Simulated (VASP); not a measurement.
Write the native input for VASP 6.6.1 that does the following.

| Quantity | Value |
| --- | --- |
| Task | single point |
| Functional | PBE |
| Potentials or basis | VASP PAW PBE potentials, release 64 (Se) |
| Cutoff | 520 eV |
| k mesh | 7 × 7 × 6 |
| Occupations | fermi-dirac, width 0.05 eV |
| Spin | no spin polarisation |
| Dipole correction | no |
| Further INCAR settings | ALGO = Normal; EDIFF = 1e-06; NBANDS = 16 |

The structure of Se lies in POSCAR:

```
Se
1.0
    3.9163140904      0.0000000000      0.0000000000
   -1.9581570452      3.3916274915      0.0000000000
    0.0000000000      0.0000000000      5.1481361310
Se
3
Direct
    0.7411572815      0.7411572815      0.0000000000
    0.0000000000      0.2588427185      0.6666666667
    0.2588427185      0.0000000000      0.3333333333
```

The input as run:

INCAR

```
  PREC = Accurate
  ENCUT = 520
  EDIFF = 1E-6
  ISMEAR = -1
  SIGMA = 0.05
  LREAL = False
  LASPH = True
  NELM = 60
  ALGO = Normal
  ISIF = 2
  LWAVE = False
  LCHARG = False
  GGA = PE
  NBANDS = 16
```

KPOINTS

```
Automatic mesh
0
Gamma
  7 7 6
```

Potentials or basis: VASP PAW PBE potentials, release 64 (Se).

Run with:

```console
$ cat potpaw_PBE.64/Se/POTCAR > POTCAR
$ mpirun -np 1 vasp_std > vasp.out
```

It gave:

```json
{"Pressure": "5.1 GPa", "Largest force": "0.021 eV/Å", "Band gap on the k mesh": "0.85 eV, indirect (least direct gap 1.03 eV)"}
```

Wall time 35 s on 1 thread of Intel(R) Xeon(R) Platinum 8259CL CPU @ 2.50GHz (Skylake/Cascade Lake), with other jobs on the host, peak memory 0.19 GiB.
